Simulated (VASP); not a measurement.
The system is MgO.

```
Mg O
1.0
     0.00000    2.13349    2.10217
     2.10217    0.00000    2.10217
     2.10217    2.13349    0.00000
Mg O
1 1
Direct
  0.00000 0.00000 0.00000
  0.50000 0.50000 0.50000
```

This cell differs from its parent crystal: uniaxial y strain +1.5%.

Base run:

* Program: VASP 6.6.1
* Functional: PBE
* Potentials or basis: VASP PAW PBE potentials, release 64 (Mg_sv, O)
* Cutoff: 840 eV
* k mesh: 10 × 10 × 10
* Occupations: fermi-dirac, width 0.02 eV
* Spin: no spin polarisation

Its results: band gap on the k mesh 4.63 eV; pressure 3.3 GPa.

Question: The run is repeated on the same cell with these changes: functional from PBE to r2SCAN; cutoff from 840 eV to 920 eV; occupations from fermi-dirac, width 0.02 eV to gaussian, width 0.01 eV. What comes out?

Answer: Band gap on the k mesh 5.53 eV; pressure -1.8 GPa.

Caveats: the cell stands under pressure (at least some runs); the PAW data sets were made with another functional, which shifts forces and pressure a little (at least some runs).

